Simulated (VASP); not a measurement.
# La2Zr3O (R-3m) in VASP: a series of runs

Runs on La2Zr3O. Level: PBE. Tasks: single point.

All numbers are computed with VASP 6.6.1; they aren't measurements. Logs are shortened: lines on timing, memory, paths and dates and some standing lists are left out, and cuts for length are marked.

## 1. The cell of the first run

Symmetry: R-3m, No. 166, trigonal system. The conventional cell has a = 5.561 Å, b = 5.561 Å, c = 13.444 Å, α = 90.00°, β = 90.00°, γ = 120.00°. La (site symmetry 3m) has 9 Zr at 3.22 to 3.25 Å and 3 O at 3.26 Å and 4 La at 3.38 to 3.39 Å within 4.2 Å. Zr (site symmetry 2/m) has 2 O at 2.76 Å and 4 Zr at 2.78 Å and 6 La at 3.22 to 3.25 Å within 3.6 Å. Within 3.6 Å of O (site symmetry -3m) lie 6 Zr at 2.76 Å and 6 La at 3.26 Å.

## 2. Single point, PBE

File INCAR:

```
  PREC = Accurate
  ENCUT = 520
  EDIFF = 1E-6
  ISMEAR = 0
  SIGMA = 0.1
  LREAL = False
  LASPH = True
  NELM = 80
  ALGO = Normal
  ISIF = 2
  LWAVE = False
  LCHARG = False
  GGA = PE
  NBANDS = 41
```

File KPOINTS:

```
regular mesh
0
Gamma
  6 6 6
```

File POSCAR:

```
La2Zr3O
1.0
    2.7803449100      1.6052328800      4.4812688500
   -2.7803449100      1.6052328800      4.4812688500
    0.0000000000     -3.2104657600      4.4812688500
La Zr O
2 3 1
Direct
    0.6257100100      0.6257100100      0.6257100100
    0.3742899900      0.3742899900      0.3742899900
    0.0000000000      0.5000000000      0.0000000000
    0.5000000000      0.0000000000      0.0000000000
    0.0000000000      0.0000000000      0.5000000000
    0.0000000000      0.0000000000      0.0000000000
```

Potentials or basis: VASP PAW PBE potentials, release 64 (La, Zr_sv, O).

Command:

```bash
$ cat potpaw_PBE.64/La/POTCAR potpaw_PBE.64/Zr_sv/POTCAR potpaw_PBE.64/O/POTCAR > POTCAR
$ mpirun -np 1 vasp_std > vasp.out
```

OUTCAR:

```text
PREC = Accurate
   ENCUT = 520
   EDIFF = 1E-6
   ISMEAR = 0
   LREAL = False
   LASPH = True
   NELM = 80
   ISIF = 2
   GGA = PE

 ion  position               nearest neighbor table
   1  0.626  0.626  0.626-   5 3.22   4 3.22   3 3.22   3 3.25   4 3.25   4 3.25   3 3.25   5 3.25
                             5 3.25   2 3.38   2 3.39   2 3.39   2 3.39
   2  0.374  0.374  0.374-   5 3.22   4 3.22   3 3.22   4 3.25   3 3.25   4 3.25   3 3.25   5 3.25
                             5 3.25   1 3.38   1 3.39   1 3.39   1 3.39
   3  0.000  0.500  0.000-   6 2.76   6 2.76   5 2.78   5 2.78   4 2.78   4 2.78   1 3.22   2 3.22
                             2 3.25   1 3.25   2 3.25   1 3.25
   4  0.500  0.000  0.000-   6 2.76   6 2.76   5 2.78   5 2.78   3 2.78   3 2.78   1 3.22   2 3.22
                             1 3.25   2 3.25   1 3.25   2 3.25
   5  0.000  0.000  0.500-   6 2.76   6 2.76   4 2.78   3 2.78   3 2.78   4 2.78   1 3.22   2 3.22
                             2 3.25   1 3.25   2 3.25   1 3.25
   6  0.000  0.000  0.000-   5 2.76   5 2.76   3 2.76   4 2.76   3 2.76   4 2.76

  LATTYP: Found a trigonal (rhomboedric) cell.
 ALAT       =     5.5126092664
 COS(alpha) =     0.4912400410

  Lattice vectors:

 A1 = (   2.7803449100,   1.6052328800,   4.4812688500)
 A2 = (  -2.7803449100,   1.6052328800,   4.4812688500)
 A3 = (   0.0000000000,  -3.2104657600,   4.4812688500)

Analysis of symmetry for initial positions (statically):
=====================================================================
 Subroutine PRICEL returns:
 Original cell was already a primitive cell.

 Routine SETGRP: Setting up the symmetry group for a
 trigonal (rhombohedral) supercell.

 Subroutine GETGRP returns: Found 12 space group operations
 (whereof 12 operations were pure point group operations)
 out of a pool of 12 trial point group operations.

The static configuration has the point symmetry D_3d.

Analysis of symmetry for dynamics (positions and initial velocities):
=====================================================================
 Subroutine PRICEL returns:
 Original cell was already a primitive cell.

 Routine SETGRP: Setting up the symmetry group for a
 trigonal (rhombohedral) supercell.

 Subroutine GETGRP returns: Found 12 space group operations
 (whereof 12 operations were pure point group operations)
 out of a pool of 12 trial point group operations.

The dynamic configuration has the point symmetry D_3d.

 Subroutine INISYM returns: Found 12 space group operations
 (whereof 12 operations are pure point group operations),
 and found     1 'primitive' translations

----------------------------------------------------------------------------------------

                                     Primitive cell

  volume of cell :     120.0021

  direct lattice vectors                    reciprocal lattice vectors
     2.780344910  1.605232880  4.481268850     0.179833803  0.103827095  0.074383695
    -2.780344910  1.605232880  4.481268850    -0.179833803  0.103827095  0.074383695
     0.000000000 -3.210465760  4.481268850     0.000000000 -0.207654190  0.074383695

  length of vectors
     5.512609266  5.512609266  5.512609264     0.220574696  0.220574696  0.220574696

  position of ions in fractional coordinates (direct lattice)
     0.625710010  0.625710010  0.625710010
     0.374289990  0.374289990  0.374289990
     1.000000000  0.500000000  0.000000000
     0.500000000  1.000000000  0.000000000
     0.000000000  0.000000000  0.500000000
     0.000000000  0.000000000  0.000000000

  ion indices of the primitive-cell ions
   primitive index   ion index
                 1           1
                 2           2
                 3           3
                 4           4
                 5           5
                 6           6

----------------------------------------------------------------------------------------

 KPOINTS: regular mesh

Automatic generation of k-mesh.
 Grid dimensions read from file:
 generate k-points for:    6    6    6

 Generating k-lattice:

  Cartesian coordinates                     Fractional coordinates (reciprocal lattice)
     0.029972301  0.017304516  0.012397282     0.166666667 -0.000000000  0.000000000
    -0.029972301  0.017304516  0.012397282    -0.000000000  0.166666667  0.000000000
     0.000000000 -0.034609032  0.012397282     0.000000000  0.000000000  0.166666667

  Length of vectors
     0.036762449  0.036762449  0.036762449

  Shift w.r.t. Gamma in fractional coordinates (k-lattice)
     0.000000000  0.000000000  0.000000000

 Subroutine IBZKPT returns following result:
 ===========================================

 Found     32 irreducible k-points:

 Following reciprocal coordinates:
            Coordinates               Weight
  0.000000  0.000000  0.000000      1.000000
  0.166667 -0.000000  0.000000      6.000000
  0.333333  0.000000  0.000000      6.000000
  0.500000 -0.000000  0.000000      3.000000
  0.166667  0.166667  0.000000      6.000000
  0.333333  0.166667  0.000000     12.000000
[... 16 lines left out ...]
  0.500000  0.500000  0.166667      6.000000
 -0.333333  0.500000  0.166667     12.000000
 [... further k-points ...]
   k-points           NKPTS =     32   k-points in BZ     NKDIM =     32   number of bands    NBANDS=     41
   number of dos      NEDOS =    301   number of ions     NIONS =      6
   total plane-waves  NPLWV =  74088
   dimension x,y,z NGX =    42 NGY =   42 NGZ =   42
   dimension x,y,z NGXF=    84 NGYF=   84 NGZF=   84
   ions per type =               2   3   1
   NGX,Y,Z   is equivalent  to a cutoff of  12.67, 12.67, 12.67 a.u.
   NGXF,Y,Z  is equivalent  to a cutoff of  25.33, 25.33, 25.33 a.u.
 SYSTEM =  unknown system
   PREC   = accura    normal or accurate (medium, high low for compatibility)
   ISTART =      0    job   : 0-new  1-cont  2-samecut
   ICHARG =      2    charge: 1-file 2-atom 10-const
   ISPIN  =      1    spin polarized calculation?
   LNONCOLLINEAR =      F non collinear calculations
   LSORBIT =      F    spin-orbit coupling
   LASPH  =      T    aspherical Exc in radial PAW
   ENCUT  =  520.0 eV  38.22 Ry    6.18 a.u.  10.25 10.25 10.25*2*pi/ulx,y,z
   NELM   =     80;   NELMIN=  2; NELMDL= -5     # of ELM steps
   EDIFF  = 0.1E-05   stopping-criterion for ELM
   LREAL  =      F    real-space projection
   EDIFFG = 0.1E-04   stopping-criterion for IOM
   NSW    =      0    number of steps for IOM
   IBRION =     -1    ionic relax: 0-MD 1-quasi-New 2-CG
   NFREE  =      0    steps in history (QN), initial steepest desc. (CG)
   ISIF   =      2    stress and relaxation
   ISYM   =      2    0-nonsym 1-usesym 2-fastsym
   POTIM  = 0.5000    time-step for ionic-motion
   TEBEG  =    0.0;   TEEND  =   0.0 temperature during run
   PSTRESS=    0.0 pullay stress
   NELECT =      64.0000    total number of electrons
   NUPDOWN=      -1.0000    fix difference up-down
   EMIN   =  10.00;   EMAX   =-10.00  energy-range for DOS
   EFERMI =   0.00;   METHOD = LEGACY
   ISMEAR =     0;   SIGMA  =   0.10  broadening in eV -4-tet -1-fermi 0-gaus
   EFERMI_NEDOS =   21; number of points for ismear=-14 and -15
   IALGO  =     38    algorithm
   IMIX   =      4    mixing-type and parameters
     AMIX     =   0.40;   BMIX     =  1.00
     AMIX_MAG =   1.60;   BMIX_MAG =  1.00
  volume/ion in A,a.u.               =      20.00       134.97
  Fermi-wavevector in a.u.,A,eV,Ry     =   1.327614  2.508827 23.981071  1.762559
  Thomas-Fermi vector in A             =   2.456913
   LORBIT       =      0    0 simple, 1 ext, 2 COOP (PROOUT), +10 PAW based schemes
   GGA     = PE    functional components
   LHFCALC =     F    Hartree Fock is set to
   AEXX    =    0.0000 exact exchange contribution
   IVDW    =     0    specifies the selected vdW correction
   LEPSILON=     F    determine dielectric tensor
   LRPA    =     F    only Hartree local field effects (RPA)
 non-spin polarized calculation
 Gauss-broadening in eV      SIGMA  =   0.10
  energy-cutoff  :      520.00
  volume of cell :      120.00
 maximum number of plane-waves:      3252
 NGX is ok and might be reduce to    42
   NGX = 21   NGY = 21   NGZ = 21

 number of electron      64.0000003 magnetization

 Free energy of the ion-electron system (eV)
  ---------------------------------------------------
  ext. energy  EPLUGINS =         0.00000000
  ---------------------------------------------------
  free energy    TOTEN  =       -39.47257008 eV

  energy without entropy =      -39.43536466  energy(sigma->0) =      -39.45396737

 E-fermi :  10.8817     XC(G=0): -11.4112

 val. band max:       10.8741921027   @ k =  -0.3333   0.3333   0.0000
 cond. band min:      10.8822797656   @ k =  -0.3333  -0.3333   0.1667
 fundamental gap:      0.0080876629
 Fermi energy:        10.8816970229

 k-point     1 :       0.0000    0.0000    0.0000
  band No.  band energies     occupation
      1     -37.6523      2.00000
      2     -37.3031      2.00000
      3     -37.3031      2.00000
      4     -21.3726      2.00000
      5     -20.9658      2.00000
      6     -16.9191      2.00000
[... 33 lines left out ...]
     40      13.3194      0.00000
     41      13.3560      0.00000

 k-point     2 :       0.1667   -0.0000    0.0000
  band No.  band energies     occupation
      1     -37.6323      2.00000
      2     -37.3246      2.00000
      3     -37.3032      2.00000
      4     -21.3578      2.00000
      5     -20.9867      2.00000
      6     -16.8174      2.00000
[... 33 lines left out ...]
     40      13.0690      0.00000
     41      13.1974      0.00000

 k-point     3 :       0.3333    0.0000    0.0000
  band No.  band energies     occupation
      1     -37.5805      2.00000
      2     -37.3794      2.00000
      3     -37.3035      2.00000
      4     -21.3197      2.00000
      5     -21.0373      2.00000
      6     -16.5890      2.00000
[... 33 lines left out ...]
     40      12.7984      0.00000
     41      13.1748      0.00000

 k-point     4 :       0.5000   -0.0000    0.0000
  band No.  band energies     occupation
      1     -37.5385      2.00000
      2     -37.4230      2.00000
      3     -37.3036      2.00000
      4     -21.2931      2.00000
      5     -21.0702      2.00000
      6     -16.4718      2.00000
[... 825 lines left out ...]
     40      13.0769      0.00000
     41      13.1832      0.00000

 k-point    23 :       0.5000    0.5000    0.1667
  band No.  band energies     occupation
      1     -37.5800      2.00000
      2     -37.3794      2.00000
      3     -37.3038      2.00000
      4     -21.2427      2.00000
      5     -21.1353      2.00000
      6     -16.5873      2.00000
[... 33 lines left out ...]
     40      13.0304      0.00000
     41      13.0773      0.00000

 k-point    24 :      -0.3333    0.5000    0.1667
  band No.  band energies     occupation
      1     -37.5382      2.00000
      2     -37.4227      2.00000
      3     -37.3040      2.00000
      4     -21.1935      2.00000
      5     -21.1846      2.00000
      6     -16.4066      2.00000
[... 33 lines left out ...]
     40      13.0518      0.00000
     41      13.1807      0.00000

 [... further k-points ...]
[... 5 lines left out ...]
  --------------------------------------------------------------------------------------
  -------------------------------------------------------------------------------------
  Total       10.9236604     10.9236603      5.0467603      0.0000000      0.0000000      0.0000000
  in kB      145.8444138    145.8444134     67.3805086      0.0000000      0.0000000      0.0000000
  external PRESSURE =     119.6897786 kB  Pullay stress =       0.0000000 kB

 VOLUME and BASIS-vectors are now :
 -----------------------------------------------------------------------------
  energy-cutoff  :      520.00
  volume of cell :      120.00
      direct lattice vectors                 reciprocal lattice vectors
     2.780344910  1.605232880  4.481268850     0.179833803  0.103827095  0.074383695
    -2.780344910  1.605232880  4.481268850    -0.179833803  0.103827095  0.074383695
     0.000000000 -3.210465760  4.481268850     0.000000000 -0.207654190  0.074383695

 POSITION                                       TOTAL-FORCE (eV/Angst)
 -----------------------------------------------------------------------------------
      0.00000      0.00000      8.41192         0.000000      0.000000      0.171402
      0.00000      0.00000      5.03188         0.000000      0.000000     -0.171402
     -1.39017      0.80262      2.24063         0.000000      0.000000     -0.000000
      1.39017      0.80262      2.24063         0.000000     -0.000000     -0.000000
      0.00000     -1.60523      2.24063        -0.000000      0.000000      0.000000
      0.00000      0.00000      0.00000         0.000000      0.000000     -0.000000
 -----------------------------------------------------------------------------------
    total drift:                               -0.000000      0.000000     -0.000000

  FREE ENERGIE OF THE ION-ELECTRON SYSTEM (eV)
  ---------------------------------------------------
  free  energy   TOTEN  =       -39.4725700789 eV

  energy  without entropy=      -39.4353646635  energy(sigma->0) =      -39.45396737
```

Wall time 4.7 min (1 thread of Intel Xeon Platinum 8488C (Sapphire Rapids), shared host); peak memory 0.34 GiB.

Results:

```yaml
Free_energy: -39.4726 eV
Pressure: 12.0 GPa
Largest_force: 0.171 eV/Å
Band_gap_on_the_k_mesh: zero (band 32 reaches 11.24 eV, above the bottom of band 33 at 10.79 eV)
```

Forces on the atoms (eV/Å):
```
La   0.000  0.000  0.171
La   0.000  0.000 -0.171
Zr   0.000  0.000  0.000
Zr   0.000  0.000  0.000
Zr   0.000  0.000  0.000
O    0.000  0.000  0.000
```

Levels at points of the mesh, in eV from the Fermi level:
| k point | band 29 | band 30 | band 31 | band 32 | band 33 | band 34 | band 35 | band 36 |
| --- | --- | --- | --- | --- | --- | --- | --- | --- |
| (0.00, 0.00, 0.00) | -1.28 | -0.14 | 0.03 | 0.03 | 0.04 | 0.04 | 0.58 | 0.58 |
| (0.50, 0.00, 0.00) | -1.30 | -0.58 | -0.24 | 0.17 | 0.27 | 0.30 | 0.71 | 0.77 |
| (0.50, 0.50, 0.00) | -0.74 | -0.71 | -0.56 | -0.27 | -0.09 | 0.08 | 0.40 | 0.81 |
| (0.50, 0.50, 0.50) | -1.14 | -1.14 | -1.03 | 0.21 | 0.21 | 0.21 | 1.38 | 1.38 |

Caveat: spin-orbit coupling is left out, which moves the levels of the heavy elements.

## 3. Single point, PBE

This run uses another cell than the first one, of 22.42 Å³/atom, 1.121 times its volume.

File INCAR:

```
SYSTEM = La2Zr3O
  PREC = Accurate
  ENCUT = 520
  EDIFF = 1E-6
  ISMEAR = 0
  SIGMA = 0.1
  LREAL = .FALSE.
  LASPH = .TRUE.
  NELM = 60
  ALGO = Normal
  ISIF = 2
  LWAVE = .FALSE.
  LCHARG = .TRUE.
  GGA = PE
  LELF = .TRUE.
  LVHAR = .TRUE.
  NBANDS = 41
```

File KPOINTS:

```
Automatic mesh
0
G
  6 6 6
  0 0 0
```

File POSCAR:

```
La2Zr3O
1.0
    3.2322319469      1.8661299846      3.7176843125
   -3.2322319469      1.8661299846      3.7176843125
    0.0000000000     -3.7322599693      3.7176843125
La Zr O
2 3 1
Direct
    0.6266368559      0.6266368559      0.6266368559
    0.3733631441      0.3733631441      0.3733631441
    0.0000000000      0.5000000000      0.0000000000
    0.5000000000      0.0000000000      0.0000000000
    0.0000000000      0.0000000000      0.5000000000
    0.0000000000      0.0000000000      0.0000000000
```

Potentials or basis: VASP PAW PBE potentials, release 64 (La, Zr_sv, O).

Command:

```bash
$ cat potpaw_PBE.64/La/POTCAR potpaw_PBE.64/Zr_sv/POTCAR potpaw_PBE.64/O/POTCAR > POTCAR
$ mpirun -np 1 vasp_std > vasp.out
```

Wall time 3.4 min (1 thread of Intel Xeon Platinum 8488C (Sapphire Rapids), shared host); peak memory 0.35 GiB.

Results (log left out):

* Free energy: -40.7926 eV
* Pressure: 0.2 GPa
* Largest force: 0.019 eV/Å
* Band gap on the k mesh: zero (band 32 reaches 9.78 eV, above the bottom of band 33 at 9.16 eV)

Forces in eV/Å, atoms in the order of the input:
```
La   0.000  0.000 -0.019
La   0.000  0.000  0.019
Zr   0.000  0.000  0.000
Zr   0.000  0.000  0.000
Zr   0.000  0.000  0.000
O    0.000  0.000  0.000
```

Stress tensor (GPa, compression positive):
```
0.24 0.00 0.00
0.00 0.24 0.00
0.00 0.00 0.02
```

Levels at points of the mesh, in eV from the Fermi level:
| k point | band 29 | band 30 | band 31 | band 32 | band 33 | band 34 | band 35 | band 36 |
| --- | --- | --- | --- | --- | --- | --- | --- | --- |
| (0.00, 0.00, 0.00) | -0.39 | -0.39 | -0.21 | -0.21 | 0.24 | 0.60 | 0.60 | 0.80 |
| (0.50, 0.00, 0.00) | -1.06 | -0.99 | -0.48 | -0.24 | -0.12 | 0.11 | 0.45 | 1.24 |
| (0.50, 0.50, 0.00) | -0.68 | -0.67 | -0.62 | -0.47 | -0.23 | 0.13 | 0.63 | 0.72 |
| (0.50, 0.50, 0.50) | -0.16 | -0.16 | -0.14 | 0.11 | 0.11 | 0.47 | 0.47 | 0.82 |

Caveat: spin-orbit coupling is left out, which moves the levels of the heavy elements.

(Part 1 of 2 ends here.)
